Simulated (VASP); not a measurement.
**AlN: single point with r2SCAN**

Crystal: AlN.

```
Al N
1.0
     2.17157    2.17157    0.00000
    -2.17157    2.17157    0.00000
     0.00000    2.17157    2.17157
Al N
1 1
Cartesian
  0.0000 0.0000 0.0000
  -1.0858 3.2574 1.0858
```

| Item | Value |
| --- | --- |
| Program | VASP 6.6.1 |
| Task | single point |
| Functional | r2SCAN |
| Potentials or basis | VASP PAW PBE potentials, release 64 (Al, N) |
| Cutoff | 520 eV |
| k mesh | 10 × 10 × 10 |
| Occupations | gaussian, width 0.01 eV |
| Spin | no spin polarisation |
| Dipole correction | no |
| Further INCAR settings | ALGO = Normal; EDIFF = 1e-06; NBANDS = 11 |

```json
{"Pressure": "3.6 GPa", "Band gap on the k mesh": "3.95 eV, indirect (least direct gap 5.05 eV)"}
```

Levels at points of the mesh, in eV from the valence-band top:
```csv
k point,band 1,band 2,band 3,band 4,band 5,band 6,band 7,band 8,band 9
"(0.00, 0.00, 0.00)",-15.84,0.00,0.00,0.00,5.05,13.70,13.70,13.70,18.68
"(0.50, 0.00, 0.00)",-13.78,-5.97,-0.49,-0.49,8.38,10.95,12.06,12.06,19.57
"(0.50, 0.50, 0.00)",-13.13,-5.00,-1.82,-1.82,3.95,9.59,15.45,17.18,17.18
```

Run time: 98 s on 1 thread of AMD EPYC 7R13 (shared host), peak memory 0.11 GiB.

Caveat: the PAW data sets were made with another functional, which shifts forces and pressure a little. A k mesh can miss the band edges.
